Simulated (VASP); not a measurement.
# Ga (Cmce) in VASP: single point with r2SCAN

Aim: the single point of Ga with r2SCAN.

All numbers are computed with VASP 6.6.1; they aren't measurements. Logs are shortened: lines on timing, memory, paths and dates and some standing lists are left out, and cuts for length are marked.

### Step 1. The cell of the first run

Symmetry: Cmce, No. 64, orthorhombic system. Conventional cell: a = 4.101 Å, b = 7.121 Å, c = 4.189 Å, α = 90.00°, β = 90.00°, γ = 90.00°. Within 3.1 Å of Ga (site symmetry m) lie 7 Ga at 2.31 to 2.56 Å.

### Step 2. Single point, r2SCAN

Input file POSCAR:

```
Ga
1.0
    2.0504662664     -3.5606504234      0.0000000000
    2.0504662664      3.5606504234      0.0000000000
    0.0000000000      0.0000000000      4.1894557549
Ga
4
Direct
    0.6545162566      0.3454837434      0.4168959359
    0.8454837434      0.1545162566      0.9168959359
    0.3454837434      0.6545162566      0.5831040641
    0.1545162566      0.8454837434      0.0831040641
```

Input file INCAR.step1:

```
SYSTEM = Ga
  PREC = Accurate
  ENCUT = 520
  ISMEAR = 0
  SIGMA = 0.1
  LREAL = .FALSE.
  LASPH = .TRUE.
  NELM = 100
  NBANDS = 34
  GGA = PE
  ALGO = Normal
  EDIFF = 1E-4
  LWAVE = .TRUE.
  LCHARG = .FALSE.
```

Input file INCAR.step2:

```
SYSTEM = Ga
  PREC = Accurate
  ENCUT = 520
  EDIFF = 1E-7
  ISMEAR = 0
  SIGMA = 0.1
  LREAL = .FALSE.
  LASPH = .TRUE.
  NELM = 100
  ALGO = Normal
  ISIF = 2
  LWAVE = .FALSE.
  LCHARG = .FALSE.
  METAGGA = R2SCAN
  LMIXTAU = .TRUE.
  NBANDS = 34
  ISTART = 1
```

Input file KPOINTS:

```
regular mesh
0
G
  12 12 10
  0 0 0
```

Potentials or basis: VASP PAW PBE potentials, release 64 (Ga_d).

Run with:

```bash
$ cat potpaw_PBE.64/Ga_d/POTCAR > POTCAR
$ cp INCAR.step1 INCAR
$ mpirun -np 1 vasp_std > vasp.out
$ cp INCAR.step2 INCAR
$ mpirun -np 1 vasp_std > vasp.out
```

OUTCAR:

```text
SYSTEM = Ga
   PREC = Accurate
   ENCUT = 520
   EDIFF = 1E-7
   ISMEAR = 0
   LREAL = .FALSE.
   LASPH = .TRUE.
   NELM = 100
   ISIF = 2
   METAGGA = R2SCAN
   ISTART = 1

 ion  position               nearest neighbor table
   1  0.655  0.345  0.417-   3 2.31   4 2.48   4 2.48   2 2.50   2 2.50   3 2.56   3 2.56
   2  0.845  0.155  0.917-   4 2.31   3 2.48   3 2.48   1 2.50   1 2.50   4 2.56   4 2.56
   3  0.345  0.655  0.583-   1 2.31   2 2.48   2 2.48   4 2.50   4 2.50   1 2.56   1 2.56
   4  0.155  0.845  0.083-   2 2.31   1 2.48   1 2.48   3 2.50   3 2.50   2 2.56   2 2.56

  LATTYP: Found a base centered orthorhombic cell.
 ALAT       =     4.1009325328
 B/A-ratio  =     1.7365076821
 C/A-ratio  =     1.0215861201

  Lattice vectors:

 A1 = (   2.0504662664,  -3.5606504234,   0.0000000000)
 A2 = (   2.0504662664,   3.5606504234,   0.0000000000)
 A3 = (   0.0000000000,   0.0000000000,   4.1894557549)

Analysis of symmetry for initial positions (statically):
=====================================================================
 Subroutine PRICEL returns:
 Original cell was already a primitive cell.

 Routine SETGRP: Setting up the symmetry group for a
 base centered orthorhombic supercell.

 Subroutine GETGRP returns: Found  8 space group operations
 (whereof  4 operations were pure point group operations)
 out of a pool of  8 trial point group operations.

The static configuration has the point symmetry C_2h.
 The point group associated with its full space group is D_2h.

Analysis of symmetry for dynamics (positions and initial velocities):
=====================================================================
 Subroutine PRICEL returns:
 Original cell was already a primitive cell.

 Routine SETGRP: Setting up the symmetry group for a
 base centered orthorhombic supercell.

 Subroutine GETGRP returns: Found  8 space group operations
 (whereof  4 operations were pure point group operations)
 out of a pool of  8 trial point group operations.

The dynamic configuration has the point symmetry C_2h.
 The point group associated with its full space group is D_2h.

 Subroutine INISYM returns: Found  8 space group operations
 (whereof  4 operations are pure point group operations),
 and found     1 'primitive' translations

----------------------------------------------------------------------------------------

                                     Primitive cell

  volume of cell :      61.1744

  direct lattice vectors                    reciprocal lattice vectors
     2.050466266 -3.560650423  0.000000000     0.243846977 -0.140423782  0.000000000
     2.050466266  3.560650423  0.000000000     0.243846977  0.140423782  0.000000000
     0.000000000  0.000000000  4.189455755     0.000000000  0.000000000  0.238694489

  length of vectors
     4.108849395  4.108849395  4.189455755     0.281389742  0.281389742  0.238694489

  position of ions in fractional coordinates (direct lattice)
     0.654516257  0.345483743  0.416895936
     0.845483743  0.154516257  0.916895936
     0.345483743  0.654516257  0.583104064
     0.154516257  0.845483743  0.083104064

  ion indices of the primitive-cell ions
   primitive index   ion index
                 1           1
                 2           2
                 3           3
                 4           4

----------------------------------------------------------------------------------------

 KPOINTS: regular mesh

Automatic generation of k-mesh.
 Grid dimensions read from file:
 generate k-points for:   12   12   10

 Generating k-lattice:

  Cartesian coordinates                     Fractional coordinates (reciprocal lattice)
     0.020320581 -0.011701982  0.000000000     0.083333333  0.000000000  0.000000000
     0.020320581  0.011701982  0.000000000     0.000000000  0.083333333  0.000000000
     0.000000000  0.000000000  0.023869449     0.000000000  0.000000000  0.100000000

  Length of vectors
     0.023449145  0.023449145  0.023869449

  Shift w.r.t. Gamma in fractional coordinates (k-lattice)
     0.000000000  0.000000000  0.000000000

 Subroutine IBZKPT returns following result:
 ===========================================

 Found    258 irreducible k-points:

 Following reciprocal coordinates:
            Coordinates               Weight
  0.000000  0.000000  0.000000      1.000000
  0.083333  0.000000  0.000000      4.000000
  0.166667  0.000000  0.000000      4.000000
  0.250000  0.000000  0.000000      4.000000
  0.333333  0.000000  0.000000      4.000000
  0.416667  0.000000  0.000000      4.000000
[... 16 lines left out ...]
  0.500000  0.166667  0.000000      4.000000
 -0.416667  0.166667  0.000000      4.000000
 [... further k-points ...]
   k-points           NKPTS =    258   k-points in BZ     NKDIM =    258   number of bands    NBANDS=     34
   number of dos      NEDOS =    301   number of ions     NIONS =      4
   total plane-waves  NPLWV =  32768
   dimension x,y,z NGX =    32 NGY =   32 NGZ =   32
   dimension x,y,z NGXF=    64 NGYF=   64 NGZF=   64
   ions per type =               4
   NGX,Y,Z   is equivalent  to a cutoff of  12.95, 12.95, 12.70 a.u.
   NGXF,Y,Z  is equivalent  to a cutoff of  25.89, 25.89, 25.40 a.u.
 SYSTEM =  Ga
   PREC   = accura    normal or accurate (medium, high low for compatibility)
   ISTART =      1    job   : 0-new  1-cont  2-samecut
   ICHARG =      0    charge: 1-file 2-atom 10-const
   ISPIN  =      1    spin polarized calculation?
   LNONCOLLINEAR =      F non collinear calculations
   LSORBIT =      F    spin-orbit coupling
   LASPH  =      T    aspherical Exc in radial PAW
   ENCUT  =  520.0 eV  38.22 Ry    6.18 a.u.   7.64  7.64  7.79*2*pi/ulx,y,z
   NELM   =    100;   NELMIN=  2; NELMDL=  0     # of ELM steps
   EDIFF  = 0.1E-06   stopping-criterion for ELM
   LREAL  =      F    real-space projection
   EDIFFG = 0.1E-05   stopping-criterion for IOM
   NSW    =      0    number of steps for IOM
   IBRION =     -1    ionic relax: 0-MD 1-quasi-New 2-CG
   NFREE  =      0    steps in history (QN), initial steepest desc. (CG)
   ISIF   =      2    stress and relaxation
   ISYM   =      2    0-nonsym 1-usesym 2-fastsym
   POTIM  = 0.5000    time-step for ionic-motion
   TEBEG  =    0.0;   TEEND  =   0.0 temperature during run
   PSTRESS=    0.0 pullay stress
   NELECT =      52.0000    total number of electrons
   NUPDOWN=      -1.0000    fix difference up-down
   EMIN   =  10.00;   EMAX   =-10.00  energy-range for DOS
   EFERMI =   0.00;   METHOD = LEGACY
   ISMEAR =     0;   SIGMA  =   0.10  broadening in eV -4-tet -1-fermi 0-gaus
   EFERMI_NEDOS =   21; number of points for ismear=-14 and -15
   IALGO  =     38    algorithm
   IMIX   =      4    mixing-type and parameters
     AMIX     =   0.40;   BMIX     =  1.00
     AMIX_MAG =   1.60;   BMIX_MAG =  1.00
  volume/ion in A,a.u.               =      15.29       103.21
  Fermi-wavevector in a.u.,A,eV,Ry     =   1.550789  2.930567 32.721290  2.404947
  Thomas-Fermi vector in A             =   2.655402
   LORBIT       =      0    0 simple, 1 ext, 2 COOP (PROOUT), +10 PAW based schemes
   METAGGA = R2SCAN    functional components
   LHFCALC =     F    Hartree Fock is set to
   AEXX    =    0.0000 exact exchange contribution
   IVDW    =     0    specifies the selected vdW correction
   LEPSILON=     F    determine dielectric tensor
   LRPA    =     F    only Hartree local field effects (RPA)
 non-spin polarized calculation
 Gauss-broadening in eV      SIGMA  =   0.10
  energy-cutoff  :      520.00
  volume of cell :       61.17
 maximum number of plane-waves:      1696
   NGX = 15   NGY = 15   NGZ = 15

 number of electron      52.0000002 magnetization

 Free energy of the ion-electron system (eV)
  ---------------------------------------------------
  ext. energy  EPLUGINS =         0.00000000
  ---------------------------------------------------
  free energy    TOTEN  =       -44.78907746 eV

  energy without entropy =      -44.78711457  energy(sigma->0) =      -44.78809601

 E-fermi :   7.4685     XC(G=0): -13.1061

 val. band max:        7.4603772249   @ k =   0.0000   0.0000   0.4000
 cond. band min:       7.4914434835   @ k =  -0.2500   0.2500   0.5000
 fundamental gap:      0.0310662587
 Fermi energy:         7.4684620676

 k-point     1 :       0.0000    0.0000    0.0000
  band No.  band energies     occupation
      1      -8.8631      2.00000
      2      -8.8464      2.00000
      3      -8.7456      2.00000
      4      -8.7224      2.00000
      5      -8.7221      2.00000
      6      -8.6874      2.00000
[... 26 lines left out ...]
     33      16.3837      0.00000
     34      16.6207      0.00000

 k-point     2 :       0.0833    0.0000    0.0000
  band No.  band energies     occupation
      1      -8.8677      2.00000
      2      -8.8403      2.00000
      3      -8.7497      2.00000
      4      -8.7285      2.00000
      5      -8.7116      2.00000
      6      -8.6836      2.00000
[... 26 lines left out ...]
     33      15.8435      0.00000
     34      16.9772      0.00000

 k-point     3 :       0.1667    0.0000    0.0000
  band No.  band energies     occupation
      1      -8.8746      2.00000
      2      -8.8226      2.00000
      3      -8.7646      2.00000
      4      -8.7435      2.00000
      5      -8.6908      2.00000
      6      -8.6670      2.00000
[... 26 lines left out ...]
     33      15.1856      0.00000
     34      16.4589      0.00000

 k-point     4 :       0.2500    0.0000    0.0000
  band No.  band energies     occupation
      1      -8.8739      2.00000
      2      -8.7965      2.00000
      3      -8.7841      2.00000
      4      -8.7602      2.00000
      5      -8.6851      2.00000
      6      -8.6239      2.00000
[... 26 lines left out ...]
     33      14.7977      0.00000
     34      16.0895      0.00000

 k-point     5 :       0.3333    0.0000    0.0000
  band No.  band energies     occupation
      1      -8.8620      2.00000
      2      -8.7967      2.00000
      3      -8.7842      2.00000
      4      -8.7583      2.00000
      5      -8.6897      2.00000
      6      -8.6821      2.00000
[... 621 lines left out ...]
 k-point    22 :       0.4167    0.1667    0.0000
  band No.  band energies     occupation
      1      -8.8752      2.00000
      2      -8.8539      2.00000
      3      -8.7809      2.00000
      4      -8.7488      2.00000
      5      -8.7250      2.00000
      6      -8.6193      2.00000
[... 26 lines left out ...]
     33      16.5214      0.00000
     34      17.6139      0.00000

 k-point    23 :       0.5000    0.1667    0.0000
  band No.  band energies     occupation
      1      -8.8779      2.00000
      2      -8.8703      2.00000
      3      -8.7774      2.00000
      4      -8.7312      2.00000
      5      -8.7191      2.00000
      6      -8.6334      2.00000
[... 26 lines left out ...]
     33      16.3904      0.00000
     34      17.9950      0.00000

 k-point    24 :      -0.4167    0.1667    0.0000
  band No.  band energies     occupation
      1      -8.8899      2.00000
      2      -8.8593      2.00000
      3      -8.7673      2.00000
      4      -8.7448      2.00000
      5      -8.7307      2.00000
      6      -8.6503      2.00000
[... 26 lines left out ...]
     33      16.6140      0.00000
     34      17.7263      0.00000

 [... further k-points ...]
[... 5 lines left out ...]
  --------------------------------------------------------------------------------------
  -------------------------------------------------------------------------------------
  Total        9.5862386      9.6250514      9.5781195      0.0000000      0.0000000      0.0000000
  in kB      251.0667757    252.0832963    250.8541342      0.0000000      0.0000000      0.0000000
  external PRESSURE =     251.3347354 kB  Pullay stress =       0.0000000 kB

 VOLUME and BASIS-vectors are now :
 -----------------------------------------------------------------------------
  energy-cutoff  :      520.00
  volume of cell :       61.17
      direct lattice vectors                 reciprocal lattice vectors
     2.050466266 -3.560650423  0.000000000     0.243846977 -0.140423782  0.000000000
     2.050466266  3.560650423  0.000000000     0.243846977  0.140423782  0.000000000
     0.000000000  0.000000000  4.189455755     0.000000000  0.000000000  0.238694489

 POSITION                                       TOTAL-FORCE (eV/Angst)
 -----------------------------------------------------------------------------------
      2.05047     -1.10036      1.74657         0.000000      0.009432      0.010273
      2.05047     -2.46029      3.84129         0.000000     -0.009432      0.010273
      2.05047      1.10036      2.44289         0.000000     -0.009432     -0.010273
      2.05047      2.46029      0.34816         0.000000      0.009432     -0.010273
 -----------------------------------------------------------------------------------
    total drift:                               -0.000000     -0.000000      0.000000

  FREE ENERGIE OF THE ION-ELECTRON SYSTEM (eV)
  ---------------------------------------------------
  free  energy   TOTEN  =       -44.7890774590 eV

  energy  without entropy=      -44.7871145670  energy(sigma->0) =      -44.78809601
```

It took 17 min on 1 thread of Intel Xeon 6975P-C (Granite Rapids), shared host; peak memory 0.46 GiB.

What came out:

```yaml
Free_energy: -44.7891 eV
Pressure: 25.1 GPa
Largest_force: 0.014 eV/Å
Band_gap_on_the_k_mesh: zero (bands 26 and 27 overlap by 1.22 eV)
```

Forces on the atoms (eV/Å):
```
Ga   0.000  0.009  0.010
Ga   0.000 -0.009  0.010
Ga   0.000 -0.009 -0.010
Ga   0.000  0.009 -0.010
```

Stress tensor (GPa, compression positive):
```
25.11  0.00  0.00
 0.00 25.21  0.00
 0.00  0.00 25.09
```

Caveat: the cell stands under pressure; the PAW data sets were made with another functional, which shifts forces and pressure a little.
